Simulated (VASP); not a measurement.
A run of VASP 6.6.1:

File INCAR:

```
SYSTEM = In3Sb3H
PREC = Accurate
ENCUT = 520
EDIFF = 1E-6
ISMEAR = 0
SIGMA = 0.1
LREAL = .FALSE.
LASPH = .TRUE.
NELM = 60
ALGO = Normal
ISIF = 2
LWAVE = .FALSE.
LCHARG = .FALSE.
LDIPOL = .TRUE.
IDIPOL = 3
DIPOL = 0.5 0.5 0.476
GGA = PE
IVDW = 12
NBANDS = 68
```

Contents of KPOINTS:

```
Automatic mesh
0
G
  2 3 1
  0 0 0
```

Contents of POSCAR:

```
In3Sb3H
1.0
    9.2586444710      0.0000000000      0.0000000000
    0.0000000000      6.5468502901      0.0000000000
    0.0000000000      0.0000000000     23.3793222355
In Sb H
6 6 2
Direct
    0.2500000000      0.5000000000      0.3421827168
    0.7500000000      0.5000000000      0.3421827168
    0.5000944780      0.0724770491      0.4542474424
   -0.0000944780      0.0724770491      0.4542474424
    0.7500000000      0.4981569734      0.5132123396
    0.2500000000      0.4985732869      0.5132710726
    0.5000000000      0.2500000000      0.3421827168
    0.0000000000      0.2500000000      0.3421827168
    0.7500000000      0.8194538796      0.4301468669
    0.2500000000      0.8195148198      0.4301027594
   -0.0000620412      0.2995725486      0.5580301708
    0.5000620412      0.2995725486      0.5580301708
    0.2500000000      1.2792867563      0.6737714174
    0.2500000000      1.2941492057      0.7056583557
```

Potentials or basis: VASP PAW PBE potentials, release 64 (In_d, Sb, H).

Command:

```console
$ cat potpaw_PBE.64/In_d/POTCAR potpaw_PBE.64/Sb/POTCAR potpaw_PBE.64/H/POTCAR > POTCAR
$ mpirun -np 1 vasp_std > vasp.out
```

Hardware: 1 thread of Intel(R) Xeon(R) Platinum 8488C (Sapphire Rapids) (shared host).

How long does it take, and how much memory?

Run time: 22 min on 1 thread of Intel(R) Xeon(R) Platinum 8488C (Sapphire Rapids), on a shared host, peak memory 1.2 GiB. Counts: scf iterations 27, k points 4.
